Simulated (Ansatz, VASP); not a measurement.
**Two plane-wave programs on H**

Contents of INCAR:

```
SYSTEM = H
PREC = Accurate
ENCUT = 600
EDIFF = 1E-7
ISMEAR = 0
SIGMA = 0.02
LREAL = .FALSE.
LASPH = .TRUE.
NELM = 60
ALGO = Normal
ISIF = 3
LWAVE = .FALSE.
LCHARG = .FALSE.
GGA = PS
IBRION = 2
NSW = 100
EDIFFG = -0.005
```

The input KPOINTS:

```
regular mesh
0
G
  9 9 6
  0 0 0
```

File POSCAR:

```
H
1.0
    3.8395132100      0.0000000000      0.0000000000
   -1.9197566050      3.3251159780      0.0000000000
    0.0000000000      0.0000000000      5.0449333500
H
4
Direct
    0.3333333333      0.6666666667      0.1748921545
    0.6666666667      0.3333333333      0.6748921545
    0.6666666667      0.3333333333      0.8251078455
    0.3333333333      0.6666666667      0.3251078455
```

Input for Ansatz:

```yaml
crystal:
  lattice:
    - [3.83951321, 0.0, 0.0]
    - [-1.919756605, 3.325115978, 0.0]
    - [0.0, 0.0, 5.04493335]
  atoms:
    - { symbol: H, position: [0.3333333333, 0.6666666667, 0.1748921545] }
    - { symbol: H, position: [0.6666666667, 0.3333333333, 0.6748921545] }
    - { symbol: H, position: [0.6666666667, 0.3333333333, 0.8251078455] }
    - { symbol: H, position: [0.3333333333, 0.6666666667, 0.3251078455] }
basis:
  ecutwfc: 420
kpoints:
  mp_grid: { grid: [9, 9, 6] }
hamiltonian:
  xc: pbesol
scf:
  occupations: { method: gaussian, width: 0.02 }
output:
  forces: true
  stress: true
  eigenvalues: true
relax:
  adjacent_minimum: "off"
  f_tol: 0.005
  max_steps: 80
  cell: { stress_tol: 0.05 }
```

Alike in both runs: task relaxation of cell and atoms; functional PBEsol; k mesh 9 × 9 × 6; occupations gaussian, width 0.02 eV; no spin polarisation.

|  | VASP | Ansatz |
| --- | --- | --- |
| version | VASP 6.6.1 | Ansatz 0.2.0 |
| potentials or method | VASP PAW PBE potentials, release 64 (H), cutoff 600 eV | scalar-relativistic, plane waves, PAW |
| valence electrons in the cell | 4 | 4 |

|  | VASP | Ansatz | Ansatz less VASP |
| --- | --- | --- | --- |
| gap on the k mesh at the Fermi level, each at its own relaxed structure (eV) | 9.10 | 9.11 | +0.010 |
| relaxed volume (Å³/atom) | 15.90 | 16.09 | +0.189 |
| relaxed cell length with the largest relative difference (Å) | 5.018 | 5.042 | +0.0235 |

VASP's potentials were made for PBE, not for PBEsol.
